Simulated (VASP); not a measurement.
Runs of VASP 6.6.1 on FeO. The structure is that of space group I4/mmm (No. 139), or close to it. The cells are those of the table. 

```tsv
level	potentials or basis	U	fixed moment (μB)	cell	k mesh	cutoff (eV)	k mesh for the DOS	occupations for the DOS	pressure (GPa)	moment (μB)
LDA+U	VASP PAW LDA potentials, release 64 (Fe, O)	Fe d U = 6.0 eV	-	a = 3.078 Å, angles 117.3, 117.3, 94.8°, 2 atoms	12 × 12 × 12	520	18 × 18 × 18	tetrahedron	-	4.01
LDA+U	VASP PAW LDA potentials, release 64 (Fe, O)	Fe d U = 5.0 eV	-	a = 3.078 Å, angles 117.3, 117.3, 94.8°, 2 atoms	12 × 12 × 12	520	18 × 18 × 18	tetrahedron	-	4.01
LDA+U	VASP PAW LDA potentials, release 64 (Fe, O)	Fe d U = 4.0 eV	-	a = 3.078 Å, angles 117.3, 117.3, 94.8°, 2 atoms	12 × 12 × 12	520	18 × 18 × 18	tetrahedron	-	4.01
PBEsol	VASP PAW PBE potentials, release 64 (Fe_sv, O)	-	2.2	a = 3.078 Å, angles 117.3, 117.3, 94.8°, 2 atoms	10 × 10 × 10	700	-	-	(a)	2.20
PBEsol	VASP PAW PBE potentials, release 64 (Fe, O)	-	-	a = 3.138 Å, angles 117.3, 117.3, 94.8°, 2 atoms	12 × 12 × 12	520	-	-	-22.4	4.01
PBE	VASP PAW PBE potentials, release 64 (Fe_sv, O)	-	3.0	a = 3.078 Å, angles 117.3, 117.3, 94.8°, 2 atoms	10 × 10 × 10	700	-	-	-18.6	3.00
```

Alike in all rows: task single point; spin collinear, ferromagnetic start; smearing fermi-dirac 0.05 eV.

Task: Estimate the missing entries.

Result: (a) -32.0.

Caveats: a cell with one magnetic atom can't hold antiferromagnetic order, which such compounds often take; the cell stands under tension (at least some runs); the PAW data sets were made with another functional, which shifts forces and pressure a little (at least some runs); the total moment is fixed, so each spin has its own Fermi level and the state may be an excited one (at least some runs).

The runs don't all hold the same shells in valence.
